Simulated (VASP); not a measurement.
Write the native input for VASP 6.6.1 that does the following.

- Task: single point
- Functional: PBEsol
- Potentials or basis: VASP PAW PBE potentials, release 64 (Ga_d, P)
- Cutoff: 520 eV
- k mesh: 8 × 8 × 8
- Occupations: fermi-dirac, width 0.05 eV
- Spin: no spin polarisation
- Dipole correction: no
- Further INCAR settings: ALGO = Normal; EDIFF = 1e-07; NBANDS = 16

The structure of GaP lies in POSCAR:

```
GaP
1.0
    0.0000000000      2.6884177822      2.6884177822
    2.6884177822      0.0000000000      2.6884177822
    2.6884177822      2.6884177822      0.0000000000
Ga P
1 1
Direct
    0.0000000000      0.0000000000      0.0000000000
    0.7500000000      0.7500000000      0.7500000000
```

This cell differs from its parent crystal: volume scaled by 0.96.

The input as run:

INCAR

```
SYSTEM = GaP
ALGO = Normal
EDIFF = 1E-7
ENCUT = 520
GGA = PS
ISIF = 2
ISMEAR = -1
LASPH = .TRUE.
LCHARG = .FALSE.
LREAL = .FALSE.
LWAVE = .FALSE.
NBANDS = 16
NELM = 60
PREC = Accurate
SIGMA = 0.05
```

KPOINTS

```
k-points
0
G
  8 8 8
  0 0 0
```

Potentials or basis: VASP PAW PBE potentials, release 64 (Ga_d, P).

The run is started by

```sh
$ cat potpaw_PBE.64/Ga_d/POTCAR potpaw_PBE.64/P/POTCAR > POTCAR
$ mpirun -np 1 vasp_std > vasp.out
```

Results of the run:

```
Pressure               : 3.1 GPa
Band gap on the k mesh : 1.43 eV, indirect (least direct gap 2.09 eV)
```

Caveat: the PAW data sets were made with another functional, which shifts forces and pressure a little.

It took 8.2 s on 1 thread of Intel(R) Xeon(R) 6975P-C (Granite Rapids), on a shared host, peak memory 0.16 GiB.
